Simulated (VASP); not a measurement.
Runs of VASP 6.6.1 on Al. The structure is that of space group I4/mmm (No. 139), or close to it. The cells are those of the table. 

```csv
cell,gap on the mesh (eV),pressure (GPa)
"a = 2.758 Å, angles 111.5, 111.5, 105.4°, 1 atom",none,0.2
"a = 2.758 Å, angles 107.5, 107.5, 113.5°, 1 atom",none,0.3
"a = 2.805 Å, angles 106.9, 106.9, 114.8°, 1 atom",none,(a)
"a = 2.827 Å, angles 107.5, 107.5, 113.4°, 1 atom",none,-5.1
"a = 2.689 Å, angles 111.6, 111.6, 105.3°, 1 atom",none,(b)
```

Alike in all rows: task single point; level r2SCAN; potentials or basis VASP PAW PBE potentials, release 64 (Al); no spin polarisation; k mesh 20 × 20 × 20; cutoff (eV) 520; smearing gaussian 0.15 eV.

Fill in the values left out.

(a) -3.4; (b) 7.8.

Caveats: the PAW data sets were made with another functional, which shifts forces and pressure a little.

A gap of «none» marks levels without a gap at the run's occupations.
